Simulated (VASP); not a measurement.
Input of a VASP 6.6.1 run:

INCAR

```
PREC = Accurate ; ENCUT = 600
EDIFF = 1E-7 ; ISMEAR = 0
SIGMA = 0.1 ; LREAL = False
LASPH = True ; NELM = 200
ALGO = Normal ; ISIF = 3
LWAVE = False ; LCHARG = False
ISPIN = 2 ; MAGMOM = 1.86 1.88 1.86 1.88
LORBIT = 11 ; LMAXMIX = 4
GGA = PE ; IBRION = 2
NSW = 70 ; EDIFFG = -0.008
PSTRESS = -30.0 ; GGA_COMPAT = False
NELMIN = 4 ; KPAR = 4
```

The input KPOINTS:

```
Automatic mesh
0
Gamma
  18 18 6
```

File POSCAR:

```
Co
1.0
    2.5152200271      0.0000000000      0.0000000000
   -1.2576100136      2.1782444396      0.0000000000
    0.0000000000      0.0000000000      8.1700573039
Co
4
Direct
    0.0000000000      0.0000000000      0.0000000000
    0.3333333333      0.6666666667      0.2500000000
    0.0000000000      0.0000000000      0.5000000000
    0.6666666667      0.3333333333      0.7500000000
```

Potentials or basis: VASP PAW PBE potentials, release 64 (Co).

Command:

```sh
$ cat potpaw_PBE.64/Co/POTCAR > POTCAR
$ mpirun -np 4 vasp_std > vasp.out
```

Q: Estimate the relaxed volume.

A: 11.00 Å³/atom.

Q: What does it give for the net moment?

A: 6.52 μB per cell.

Final structure:
```
Co
1.0
     2.50062    0.00000    0.00000
    -1.25031    2.16560    0.00000
     0.00000    0.00000    8.12192
Co
4
Direct
  0.00000 0.00000 0.00000
  0.33333 0.66667 0.25000
  0.00000 0.00000 0.50000
  0.66667 0.33333 0.75000
```

Caveat: the cell is relaxed towards a set pressure, so the run minimises the enthalpy, not the energy.
